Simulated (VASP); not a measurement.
Here is a VASP 6.6.1 calculation.

File POSCAR:

```
NbSi
1.0
    3.1564400000      0.0000000000      0.0000000000
    0.0000000000      3.1564400000      0.0000000000
    0.0000000000      0.0000000000      3.1564400000
Nb Si
1 1
Direct
    0.0000000000      0.0000000000      0.0000000000
    0.5000000000      0.5000000000      0.5000000000
```

The input INCAR.step1:

```
PREC     = Accurate       # precision mode
ENCUT    = 600            # plane-wave cutoff, eV
ISMEAR   = -1             # smearing method
SIGMA    = 0.05           # smearing width, eV
LREAL    = False          # projectors in reciprocal space
LASPH    = True           # aspherical terms in the spheres
NELM     = 150            # most SCF steps
LMAXMIX  = 4              # l up to which the mixer works
LDAU     = True           # DFT+U
LDAUTYPE = 2            
LDAUL    = 2 -1           # shell
LDAUU    = 4 0            # U, eV
LDAUJ    = 0 0          
GGA      = PE             # functional
ALGO     = Normal         # electronic algorithm
EDIFF    = 1E-4           # SCF threshold, eV
LWAVE    = True           # write WAVECAR
LCHARG   = False          # write CHGCAR
```

File INCAR.step2:

```
PREC     = Accurate       # precision mode
ENCUT    = 600            # plane-wave cutoff, eV
EDIFF    = 1E-6           # SCF threshold, eV
ISMEAR   = -1             # smearing method
SIGMA    = 0.05           # smearing width, eV
LREAL    = False          # projectors in reciprocal space
LASPH    = True           # aspherical terms in the spheres
NELM     = 150            # most SCF steps
ALGO     = Normal         # electronic algorithm
ISIF     = 3              # what is computed and relaxed
LWAVE    = False          # write WAVECAR
LCHARG   = False          # write CHGCAR
LMAXMIX  = 4              # l up to which the mixer works
LDAU     = True           # DFT+U
LDAUTYPE = 2            
LDAUL    = 2 -1           # shell
LDAUU    = 4 0            # U, eV
LDAUJ    = 0 0          
LDAUPRINT= 1            
METAGGA  = R2SCAN         # meta-GGA
LMIXTAU  = True         
IBRION   = 2              # ionic algorithm
NSW      = 60             # ionic steps
EDIFFG   = -0.01          # ionic threshold
ISTART   = 1
```

Contents of KPOINTS:

```
Automatic mesh
0
Gamma
  8 8 8
```

Potentials or basis: VASP PAW PBE potentials, release 64 (Nb_sv, Si).

The run is started by

```console
$ cat potpaw_PBE.64/Nb_sv/POTCAR potpaw_PBE.64/Si/POTCAR > POTCAR
$ cp INCAR.step1 INCAR
$ mpirun -np 1 vasp_std > vasp.out
$ cp INCAR.step2 INCAR
$ mpirun -np 1 vasp_std > vasp.out
```

(1) What does it give for the relaxed volume?

(2) What does it give for the relaxed cell?

(3) What does it give for the band gap on the k mesh?

(4) Estimate the space group after relaxing (to 0.1 Å).

## Answers

(1) 16.14 Å³/atom.

(2) a = 3.184 Å, b = 3.184 Å, c = 3.184 Å, α = 90.00°, β = 90.00°, γ = 90.00°.

(3) zero (an odd number of electrons rules out a gap without spin polarisation).

(4) Pm-3m (No. 221).

Caveat: the PAW data sets were made with another functional, which shifts forces and pressure a little; an odd number of electrons without spin polarisation forces a metal; a magnetic or distorted state may lie lower; U without spin polarisation on a metal has little footing; the U is typed as a test and isn't derived for this compound.
